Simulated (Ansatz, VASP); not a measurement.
CdSe: VASP beside Ansatz

INCAR

```
SYSTEM = CdSe
ALGO = Normal
EDIFF = 1E-6
ENCUT = 520
GGA = PE
ISIF = 2
ISMEAR = 0
LASPH = .True.
LCHARG = .False.
LREAL = .False.
LWAVE = .False.
NBANDS = 16
NELM = 100
PREC = Accurate
SIGMA = 0.05
```

File KPOINTS:

```
k-points
0
Gamma
  10 10 10
  0 0 0
```

POSCAR

```
CdSe
1.0
    0.0000000000      3.0028228820      3.0028228820
    3.0028228820      0.0000000000      3.0028228820
    2.8482775976      2.8482775976      0.1545452843
Cd Se
1 1
Direct
    0.0000000000      0.0000000000      0.0000000000
    0.7500000000      0.7500000000      0.7500000000
```

Input for Ansatz:

```yaml
crystal:
  lattice:
    - [0.0, 3.002822882, 3.002822882]
    - [3.002822882, 0.0, 3.002822882]
    - [2.8482775976, 2.8482775976, 0.1545452843]
  atoms:
    - { symbol: Cd, position: [0.0, 0.0, 0.0] }
    - { symbol: Se, position: [0.75, 0.75, 0.75] }
basis:
  ecutwfc: 420
kpoints:
  mp_grid: { grid: [10, 10, 10] }
hamiltonian:
  xc: pbe
scf:
  occupations: { method: gaussian, width: 0.05 }
output:
  forces: true
  stress: true
  eigenvalues: true
```

Alike in both runs: task single point; functional PBE; k mesh 10 × 10 × 10; occupations gaussian, width 0.05 eV; no spin polarisation.

|  | VASP | Ansatz |
| --- | --- | --- |
| version | VASP 6.6.1 | Ansatz 0.2.0 |
| potentials or method | VASP PAW PBE potentials, release 64 (Cd, Se), cutoff 520 eV | scalar-relativistic, plane waves, PAW |
| valence electrons in the cell | 18 | 36 |

```tsv
	VASP	Ansatz	Ansatz less VASP
gap on the k mesh at the Fermi level (eV)	0.72	0.72	-0.004
least direct gap on the mesh (eV)	0.72	0.72	-0.004
pressure (GPa)	13.1	12.6	-0.59
traceless stress, the component that is largest in VASP (GPa)	4.58	4.47	-0.106
rms of the force components (eV/Å)	0.811	0.786	-0.0249
```

Atom by atom the forces differ by 0.025 eV/Å (rms over components). VASP's potentials hold 18 valence electrons a cell and Ansatz's 36, so a difference there can come from the potentials and not from the codes.
